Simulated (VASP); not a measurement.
# WSe2 (P6_3/mmc) in VASP: notebook

Runs on WSe2. Level: LDA. Tasks: relaxation of cell and atoms.

Program: VASP 6.6.1. These are calculated values, not measurements. Logs are shortened: lines on timing, memory, paths and dates and some standing lists are left out, and cuts for length are marked.

## Step 1: The cell of the first run

The structure is hexagonal, space group P6_3/mmc (No. 194). The conventional cell has a = 3.250 Å, b = 3.250 Å, c = 12.821 Å, α = 90.00°, β = 90.00°, γ = 120.00°. Within 3.3 Å of W (site symmetry -6m2) lie 6 Se at 2.51 Å and 6 W at 3.25 Å. Se (site symmetry 3m) has 3 W at 2.51 Å and 7 Se at 3.25 to 3.33 Å within 3.4 Å.

## Step 2: Relaxation of cell and atoms, LDA

Contents of INCAR:

```
SYSTEM = WSe2
PREC = Accurate
ENCUT = 600
EDIFF = 1E-7
ISMEAR = 0
SIGMA = 0.02
LREAL = .False.
LASPH = .True.
NELM = 60
ALGO = Normal
ISIF = 3
LWAVE = .False.
LCHARG = .False.
IBRION = 2
NSW = 100
EDIFFG = -0.002
```

Contents of KPOINTS:

```
Automatic mesh
0
Gamma
  9 9 2
  0 0 0
```

Contents of POSCAR:

```
WSe2
1.0
    3.2499141198      0.0000000000      0.0000000000
   -1.6249570599      2.8145081878      0.0000000000
    0.0000000000      0.0000000000     12.8207500175
W Se
2 4
Direct
    0.6666666667      0.3333333333      0.7500000000
    0.3333333333      0.6666666667      0.2500000000
    0.3333333333      0.6666666667      0.8800018441
    0.6666666667      0.3333333333      0.3800018441
    0.3333333333      0.6666666667      0.6199981559
    0.6666666667      0.3333333333      0.1199981559
```

Potentials or basis: VASP PAW LDA potentials, release 64 (W_sv, Se).

Run with:

```console
> cat potpaw_LDA.64/W_sv/POTCAR potpaw_LDA.64/Se/POTCAR > POTCAR
> mpirun -np 1 vasp_std > vasp.out
```

OUTCAR:

```text
SYSTEM = WSe2
   PREC = Accurate
   ENCUT = 600
   EDIFF = 1E-7
   ISMEAR = 0
   LREAL = .False.
   LASPH = .True.
   NELM = 60
   ISIF = 3
   IBRION = 2
   NSW = 100
   EDIFFG = -0.002

 ion  position               nearest neighbor table
   1  0.667  0.333  0.750-   3 2.51   5 2.51   3 2.51   5 2.51   3 2.51   5 2.51
   2  0.333  0.667  0.250-   4 2.51   6 2.51   4 2.51   6 2.51   4 2.51   6 2.51
   3  0.333  0.667  0.880-   1 2.51   1 2.51   1 2.51
   4  0.667  0.333  0.380-   2 2.51   2 2.51   2 2.51
   5  0.333  0.667  0.620-   1 2.51   1 2.51   1 2.51
   6  0.667  0.333  0.120-   2 2.51   2 2.51   2 2.51

  LATTYP: Found a hexagonal cell.
 ALAT       =     3.2499141198
 C/A-ratio  =     3.9449504033

  Lattice vectors:

 A1 = (   3.2499141198,   0.0000000000,   0.0000000000)
 A2 = (  -1.6249570599,   2.8145081878,   0.0000000000)
 A3 = (   0.0000000000,   0.0000000000,  12.8207500175)

Analysis of symmetry for initial positions (statically):
=====================================================================
 Subroutine PRICEL returns:
 Original cell was already a primitive cell.

 Routine SETGRP: Setting up the symmetry group for a
 hexagonal supercell.

 Subroutine GETGRP returns: Found 24 space group operations
 (whereof 12 operations were pure point group operations)
 out of a pool of 24 trial point group operations.

The static configuration has the point symmetry D_3d.
 The point group associated with its full space group is D_6h.

Analysis of symmetry for dynamics (positions and initial velocities):
=====================================================================
 Subroutine PRICEL returns:
 Original cell was already a primitive cell.

 Routine SETGRP: Setting up the symmetry group for a
 hexagonal supercell.

 Subroutine GETGRP returns: Found 24 space group operations
 (whereof 12 operations were pure point group operations)
 out of a pool of 24 trial point group operations.

The dynamic configuration has the point symmetry D_3d.
 The point group associated with its full space group is D_6h.

 Subroutine INISYM returns: Found 24 space group operations
 (whereof 12 operations are pure point group operations),
 and found     1 'primitive' translations

----------------------------------------------------------------------------------------

                                     Primitive cell

  volume of cell :     117.2702

[... 97 lines left out ...]
   EDIFFG = -.2E-02   stopping-criterion for IOM
   NSW    =    100    number of steps for IOM
   IBRION =      2    ionic relax: 0-MD 1-quasi-New 2-CG
   NFREE  =      1    steps in history (QN), initial steepest desc. (CG)
   ISIF   =      3    stress and relaxation
   ISYM   =      2    0-nonsym 1-usesym 2-fastsym
   POTIM  = 0.5000    time-step for ionic-motion
   TEBEG  =    0.0;   TEEND  =   0.0 temperature during run
   PSTRESS=    0.0 pullay stress
   NELECT =      52.0000    total number of electrons
   NUPDOWN=      -1.0000    fix difference up-down
   EMIN   =  10.00;   EMAX   =-10.00  energy-range for DOS
   EFERMI =   0.00;   METHOD = LEGACY
   ISMEAR =     0;   SIGMA  =   0.02  broadening in eV -4-tet -1-fermi 0-gaus
   EFERMI_NEDOS =   21; number of points for ismear=-14 and -15
   IALGO  =     38    algorithm
   IMIX   =      4    mixing-type and parameters
     AMIX     =   0.40;   BMIX     =  1.00
     AMIX_MAG =   1.60;   BMIX_MAG =  1.00
  volume/ion in A,a.u.               =      19.55       131.90
  Fermi-wavevector in a.u.,A,eV,Ry     =   1.248380  2.359095 21.204022  1.558452
  Thomas-Fermi vector in A             =   2.382469
   LORBIT       =      0    0 simple, 1 ext, 2 COOP (PROOUT), +10 PAW based schemes
   GGA     = CA    functional components
   LHFCALC =     F    Hartree Fock is set to
   AEXX    =    0.0000 exact exchange contribution
   IVDW    =     0    specifies the selected vdW correction
   LEPSILON=     F    determine dielectric tensor
   LRPA    =     F    only Hartree local field effects (RPA)
 conjugate gradient relaxation of ions
 non-spin polarized calculation
 Gauss-broadening in eV      SIGMA  =   0.02
  energy-cutoff  :      600.00
  volume of cell :      117.27
 maximum number of plane-waves:      4000
 NGX is ok and might be reduce to    28
   NGX = 13   NGY = 13   NGZ = 51

--------------------------------------- Ionic step        1  -------------------------------------------

 number of electron      52.0000000 magnetization

 Free energy of the ion-electron system (eV)
  ---------------------------------------------------
  ext. energy  EPLUGINS =         0.00000000
  ---------------------------------------------------
  free energy    TOTEN  =       -48.49142328 eV

  energy without entropy =      -48.49142328  energy(sigma->0) =      -48.49142328

------------------------ aborting loop because EDIFF is reached ----------------------------------------

  FORCE on cell =-STRESS in cart. coord.  units (eV):
  Direction    XX          YY          ZZ          XY          YZ          ZX
  --------------------------------------------------------------------------------------
  -------------------------------------------------------------------------------------
  Total        0.5355685      0.5355685      0.6983492      0.0000000      0.0000000      0.0000000
  in kB        7.3170796      7.3170796      9.5410334      0.0000000      0.0000000      0.0000000
  external PRESSURE =       8.0583976 kB  Pullay stress =       0.0000000 kB
[... 101 lines left out ...]
  FREE ENERGIE OF THE ION-ELECTRON SYSTEM (eV)
  ---------------------------------------------------
  free  energy   TOTEN  =       -48.4929932437 eV

  energy  without entropy=      -48.4929932437  energy(sigma->0) =      -48.49299324

[... ionic steps 4 to 13 ...]

--------------------------------------- Ionic step       14  -------------------------------------------

 number of electron      52.0000000 magnetization

------------------------ aborting loop because EDIFF is reached ----------------------------------------
[... 75 lines left out ...]
--------------------------------------- Ionic step       16  -------------------------------------------

 number of electron      52.0000000 magnetization

 Free energy of the ion-electron system (eV)
  ---------------------------------------------------
  ext. energy  EPLUGINS =         0.00000000
  ---------------------------------------------------
  free energy    TOTEN  =       -48.49301267 eV

  energy without entropy =      -48.49301267  energy(sigma->0) =      -48.49301267

 E-fermi :   6.8907     XC(G=0): -11.1783

 val. band max:        6.6177092532   @ k =   0.0000   0.0000   0.0000
 cond. band min:       7.5968398127   @ k =   0.2222   0.1111   0.0000
 fundamental gap:      0.9791305595
 Fermi energy:         6.8907378453

 k-point     1 :       0.0000    0.0000    0.0000
  band No.  band energies     occupation
      1     -67.2228      2.00000
      2     -67.2228      2.00000
      3     -31.7645      2.00000
      4     -31.7644      2.00000
      5     -31.5939      2.00000
      6     -31.5939      2.00000
[... 838 lines left out ...]
  FREE ENERGIE OF THE ION-ELECTRON SYSTEM (eV)
  ---------------------------------------------------
  free  energy   TOTEN  =       -48.4930126732 eV

  energy  without entropy=      -48.4930126732  energy(sigma->0) =      -48.49301267

 reached required accuracy - stopping structural energy minimisation
```

OSZICAR:

```text
N       E                     dE             d eps       ncg     rms          rms(c)
DAV:   1     0.543930630039E+03    0.54393E+03   -0.30554E+04  1632   0.183E+03
DAV:   2    -0.125130085259E+02   -0.55644E+03   -0.54491E+03  1755   0.461E+02
DAV:   3    -0.493807747775E+02   -0.36868E+02   -0.36051E+02  1817   0.103E+02
DAV:   4    -0.503991976729E+02   -0.10184E+01   -0.10150E+01  1853   0.171E+01
[... 117 lines left out ...]
DAV:   1    -0.484930185529E+02   -0.72109E-05   -0.29889E-04  1496   0.111E-01    0.141E-02
DAV:   2    -0.484930139398E+02    0.46130E-05   -0.29906E-05  1740   0.305E-02    0.769E-03
DAV:   3    -0.484930130284E+02    0.91147E-06   -0.18465E-06  1821   0.817E-03    0.343E-03
DAV:   4    -0.484930126753E+02    0.35305E-06   -0.12329E-06  1722   0.548E-03    0.141E-03
DAV:   5    -0.484930126732E+02    0.21701E-08   -0.64924E-08   849   0.148E-03
  16 F= -.48493013E+02 E0= -.48493013E+02  d E =-.133376E-05
```

Run time: 9.3 min. Hardware: 1 thread of Intel Xeon 6975P-C (Granite Rapids), shared host; peak memory 0.28 GiB.

Results:

```
Free energy                           : -48.4930 eV
Relaxed volume                        : 19.62 Å³/atom
Relaxed cell                          : a = 3.255 Å, b = 3.255 Å, c = 12.833 Å, α = 90.00°, β = 90.00°, γ = 120.00°
Space group after relaxing (to 0.1 Å) : P6_3/mmc (No. 194)
Energy gained by relaxing             : 0.3 meV/atom
Ionic steps                           : 16
Pressure after relaxing               : 0.0 GPa
Band gap on the k mesh                : 0.98 eV (least direct gap 1.61 eV)
```

Step by step:
| step | energy change (eV) | largest force (eV/Å) | pressure (GPa) | volume (Å³) |
| --- | --- | --- | --- | --- |
| 1 | 0.0000 | 0.1027 | 0.81 | 117.27 |
| 2 | 0.0070 | 0.2422 | -1.81 | 118.95 |
| 3 | -0.0016 | 0.0032 | 0.01 | 117.77 |
| 4 | -0.0016 | 0.0010 | 0.02 | 117.76 |
| 5 | -0.0016 | 0.0029 | 0.01 | 117.78 |
| 6 | -0.0016 | 0.0035 | 0.01 | 117.78 |
| 7 | -0.0016 | 0.0048 | 0.00 | 117.79 |
| 8 | -0.0016 | 0.0038 | 0.00 | 117.79 |
| 9 | -0.0016 | 0.0036 | 0.00 | 117.78 |
| 10 | -0.0016 | 0.0002 | -0.01 | 117.79 |
| 11 | -0.0016 | 0.0005 | -0.01 | 117.79 |
| 12 | -0.0016 | 0.0004 | -0.01 | 117.78 |
| 13 | -0.0016 | 0.0003 | 0.00 | 117.75 |
| 14 | -0.0016 | 0.0012 | 0.02 | 117.69 |
| 15 | -0.0016 | 0.0005 | 0.01 | 117.73 |
| 16 | -0.0016 | 0.0006 | 0.00 | 117.73 |

Final structure:
```
W Se
1.0
     3.25471    0.00000    0.00000
    -1.62735    2.81866    0.00000
     0.00000    0.00000   12.83264
W Se
2 4
Direct
  0.66667 0.33333 0.75000
  0.33333 0.66667 0.25000
  0.33333 0.66667 0.88018
  0.66667 0.33333 0.38018
  0.33333 0.66667 0.61982
  0.66667 0.33333 0.11982
```

Caveat: spin-orbit coupling is left out, which moves the levels of the heavy elements; an odd mesh through Γ misses points on the zone boundary, where band edges can lie.

## Step 3: Relaxation of cell and atoms, LDA

This run uses another cell than the first one, of 21.85 Å³/atom.

Contents of INCAR:

```
SYSTEM = WSe2
PREC = Accurate
ENCUT = 600
EDIFF = 1E-6
ISMEAR = 0
SIGMA = 0.02
LREAL = .False.
LASPH = .True.
NELM = 80
ALGO = Normal
ISIF = 3
LWAVE = .False.
LCHARG = .False.
GGA = CA
IBRION = 2
NSW = 100
EDIFFG = -0.002
```

Contents of KPOINTS:

```
regular mesh
0
Gamma
  9 9 2
  0 0 0
```

Contents of POSCAR:

```
WSe2
1.0
    3.3199329200      0.0000000000      0.0000000000
   -1.6599664600      2.8751462500      0.0000000000
    0.0000000000      0.0000000000     13.7371873000
W Se
2 4
Direct
    0.6666666700      0.3333333300      0.7500000000
    0.3333333300      0.6666666700      0.2500000000
    0.3333333300      0.6666666700      0.8710007900
    0.6666666700      0.3333333300      0.3710007900
    0.3333333300      0.6666666700      0.6289992100
    0.6666666700      0.3333333300      0.1289992100
```

Potentials or basis: VASP PAW LDA potentials, release 64 (W_sv, Se).

Run with:

```console
> cat potpaw_LDA.64/W_sv/POTCAR potpaw_LDA.64/Se/POTCAR > POTCAR
> mpirun -np 1 vasp_std > vasp.out
```

OUTCAR:

```text
SYSTEM = WSe2
   PREC = Accurate
   ENCUT = 600
   EDIFF = 1E-6
   ISMEAR = 0
   LREAL = .False.
   LASPH = .True.
   NELM = 80
   ISIF = 3
   GGA = CA
   IBRION = 2
   NSW = 100
   EDIFFG = -0.002

 ion  position               nearest neighbor table
   1  0.667  0.333  0.750-   3 2.54   5 2.54   3 2.54   5 2.54   3 2.54   5 2.54
   2  0.333  0.667  0.250-   4 2.54   6 2.54   4 2.54   6 2.54   4 2.54   6 2.54
   3  0.333  0.667  0.871-   1 2.54   1 2.54   1 2.54
   4  0.667  0.333  0.371-   2 2.54   2 2.54   2 2.54
   5  0.333  0.667  0.629-   1 2.54   1 2.54   1 2.54
   6  0.667  0.333  0.129-   2 2.54   2 2.54   2 2.54

  LATTYP: Found a hexagonal cell.
 ALAT       =     3.3199329200
 C/A-ratio  =     4.1377906214

  Lattice vectors:

 A1 = (   3.3199329200,   0.0000000000,   0.0000000000)
 A2 = (  -1.6599664600,   2.8751462500,   0.0000000000)
 A3 = (   0.0000000000,   0.0000000000,  13.7371873000)

Analysis of symmetry for initial positions (statically):
=====================================================================
 Subroutine PRICEL returns:
 Original cell was already a primitive cell.

 Routine SETGRP: Setting up the symmetry group for a
 hexagonal supercell.

[... 179 lines left out ...]
------------------------ aborting loop because EDIFF is reached ----------------------------------------

  FORCE on cell =-STRESS in cart. coord.  units (eV):
  Direction    XX          YY          ZZ          XY          YZ          ZX
  --------------------------------------------------------------------------------------
  -------------------------------------------------------------------------------------
  Total       -4.3324152     -4.3324152     -2.8722382      0.0000000      0.0000000     -0.0000000
  in kB      -52.9362998    -52.9362999    -35.0948964      0.0000000      0.0000000     -0.0000000
  external PRESSURE =     -46.9891654 kB  Pullay stress =       0.0000000 kB
[... 101 lines left out ...]
  FREE ENERGIE OF THE ION-ELECTRON SYSTEM (eV)
  ---------------------------------------------------
  free  energy   TOTEN  =       -48.4214684362 eV

  energy  without entropy=      -48.4214684362  energy(sigma->0) =      -48.42146844

[... ionic steps 4 to 34 ...]

--------------------------------------- Ionic step       35  -------------------------------------------

 number of electron      52.0000000 magnetization

------------------------ aborting loop because EDIFF is reached ----------------------------------------
[... 75 lines left out ...]
--------------------------------------- Ionic step       37  -------------------------------------------

 number of electron      52.0000000 magnetization

 Free energy of the ion-electron system (eV)
  ---------------------------------------------------
  ext. energy  EPLUGINS =         0.00000000
  ---------------------------------------------------
  free energy    TOTEN  =       -48.49415636 eV

  energy without entropy =      -48.49415636  energy(sigma->0) =      -48.49415636

 E-fermi :   6.8898     XC(G=0): -11.1777

 val. band max:        6.6162771521   @ k =   0.0000   0.0000   0.0000
 cond. band min:       7.5959543899   @ k =   0.2222   0.1111   0.0000
 fundamental gap:      0.9796772378
 Fermi energy:         6.8897527162

 k-point     1 :       0.0000    0.0000    0.0000
  band No.  band energies     occupation
      1     -67.2236      2.00000
      2     -67.2236      2.00000
      3     -31.7653      2.00000
      4     -31.7653      2.00000
      5     -31.5948      2.00000
      6     -31.5948      2.00000
[... 838 lines left out ...]
  FREE ENERGIE OF THE ION-ELECTRON SYSTEM (eV)
  ---------------------------------------------------
  free  energy   TOTEN  =       -48.4941563631 eV

  energy  without entropy=      -48.4941563631  energy(sigma->0) =      -48.49415636

 reached required accuracy - stopping structural energy minimisation
```

OSZICAR:

```text
N       E                     dE             d eps       ncg     rms          rms(c)
DAV:   1     0.529136896042E+03    0.52914E+03   -0.30410E+04  1688   0.179E+03
DAV:   2    -0.144588657812E+02   -0.54360E+03   -0.53118E+03  1793   0.440E+02
DAV:   3    -0.494703533443E+02   -0.35011E+02   -0.34693E+02  1848   0.983E+01
[... 289 lines left out ...]
       N       E                     dE             d eps       ncg     rms          rms(c)
DAV:   1    -0.484941606844E+02   -0.17193E-04   -0.19021E-03  1559   0.213E-01    0.239E-02
DAV:   2    -0.484941584603E+02    0.22242E-05   -0.10424E-04  1712   0.539E-02    0.129E-02
DAV:   3    -0.484941567718E+02    0.16885E-05   -0.37387E-06  1429   0.116E-02    0.117E-02
DAV:   4    -0.484941563631E+02    0.40866E-06   -0.91235E-07   919   0.586E-03
  37 F= -.48494156E+02 E0= -.48494156E+02  d E =-.137643E-04
```

Wall time 24 min (1 thread of Intel Xeon 6975P-C (Granite Rapids), shared host); peak memory 0.3 GiB.

Results:

| Quantity | Value |
| --- | --- |
| Free energy | -48.4942 eV |
| Relaxed volume | 19.62 Å³/atom |
| Relaxed cell | a = 3.255 Å, b = 3.255 Å, c = 12.834 Å, α = 90.00°, β = 90.00°, γ = 120.00° |
| Space group after relaxing (to 0.1 Å) | P6_3/mmc (No. 194) |
| Energy gained by relaxing | 23.8 meV/atom |
| Ionic steps | 37 |
| Pressure after relaxing | 0.0 GPa |
| Band gap on the k mesh | 0.98 eV (least direct gap 1.61 eV) |

The path:
```
step  energy change (eV)  largest force (eV/Å)  pressure (GPa)  volume (Å³)
   1              0.0000                0.2373           -4.70       131.13
   2              0.1735                1.6218           10.36       119.33
   3             -0.0701                0.3537           -0.12       126.84
   4             -0.0896                0.0946           -0.23       125.62
   5             -0.0896                0.0851           -0.23       125.58
   6             -0.0936                0.1174            0.05       124.93
   7             -0.1027                0.2182            0.95       123.01
   8             -0.1040                0.4303            2.97       119.19
   9             -0.1062                0.3459            2.09       120.77
  10             -0.1068                0.3430            2.09       120.72
  11             -0.1084                0.3359            2.07       120.57
  12             -0.1116                0.3211            2.02       120.28
  13             -0.1176                0.2922            1.93       119.69
  14             -0.1272                0.2347            1.79       118.50
  15             -0.1353                0.1199            1.67       116.14
  16             -0.1393                0.0578            1.02       116.75
  17             -0.1418                0.0309            0.12       117.63
  18             -0.1418                0.0402            0.05       117.73
  19             -0.1418                0.0444            0.01       117.76
  20             -0.1421                0.0326            0.01       117.81
  21             -0.1427                0.0023            0.02       117.94
  22             -0.1427                0.0120            0.02       117.98
  23             -0.1427                0.0106            0.02       117.97
  24             -0.1427                0.0076            0.01       117.98
  25             -0.1427                0.0016           -0.08       118.01
  26             -0.1427                0.0003           -0.08       118.01
  27             -0.1427                0.0038           -0.04       117.99
  28             -0.1427                0.0019           -0.04       118.00
  29             -0.1427                0.0009           -0.05       118.00
  30             -0.1427                0.0013           -0.07       118.00
  31             -0.1427                0.0027           -0.05       117.98
  32             -0.1427                0.0052           -0.04       117.95
  33             -0.1427                0.0105           -0.03       117.88
  34             -0.1428                0.0083           -0.04       117.92
  35             -0.1428                0.0090           -0.02       117.87
  36             -0.1428                0.0112            0.04       117.75
  37             -0.1428                0.0000            0.00       117.74
```

Final structure:
```
W Se
1.0
     3.25467    0.00000    0.00000
    -1.62733    2.81862    0.00000
     0.00000    0.00000   12.83403
W Se
2 4
Direct
  0.66667 0.33333 0.75000
  0.33333 0.66667 0.25000
  0.33333 0.66667 0.88017
  0.66667 0.33333 0.38017
  0.33333 0.66667 0.61983
  0.66667 0.33333 0.11983
```

Levels at points of the mesh, in eV from the valence-band top:
| k point | band 24 | band 25 | band 26 | band 27 | band 28 | band 29 |
| --- | --- | --- | --- | --- | --- | --- |
| (0.00, 0.00, 0.00) | -1.26 | -1.00 | 0.00 | 2.71 | 2.71 | 2.77 |
| (0.00, 0.00, 0.50) | -1.51 | -0.22 | -0.22 | 2.72 | 2.72 | 2.72 |

Caveat: spin-orbit coupling is left out, which moves the levels of the heavy elements; an odd mesh through Γ misses points on the zone boundary, where band edges can lie.
